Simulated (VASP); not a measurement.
Input of a VASP 6.6.1 run:

The input INCAR:

```
PREC = Accurate ; ENCUT = 600
EDIFF = 1E-6 ; ISMEAR = 0
SIGMA = 0.01 ; LREAL = F
LASPH = T ; NELM = 100
ALGO = Normal ; ISIF = 3
LWAVE = F ; LCHARG = F
GGA = PE ; IBRION = 2
NSW = 100 ; EDIFFG = -0.01
```

KPOINTS

```
regular mesh
0
Gamma
  10 10 10
```

POSCAR

```
ZrC7
1.0
    4.0343380421      0.0000000000      0.0000000000
    0.0000000000      4.0343380421      0.0000000000
    0.0000000000      0.0000000000      4.0343380421
Zr C
1 7
Direct
    0.0000000000      0.0000000000      0.0000000000
    0.2853689872      0.2853689872      0.2853689872
    0.0000000000      0.5000000000      0.5000000000
    0.5000000000      0.5000000000      0.0000000000
    0.5000000000      0.0000000000      0.5000000000
    0.7146310128      0.2853689872      0.7146310128
    0.7146310128      0.7146310128      0.2853689872
    0.2853689872      0.7146310128      0.7146310128
```

Potentials or basis: VASP PAW PBE potentials, release 64 (Zr_sv, C).

Run with:

```bash
$ cat potpaw_PBE.64/Zr_sv/POTCAR potpaw_PBE.64/C/POTCAR > POTCAR
$ mpirun -np 1 vasp_std > vasp.out
```

(1) Predict the band gap on the k mesh.

## Answers

(1) 0.20 eV, indirect (least direct gap 1.44 eV).
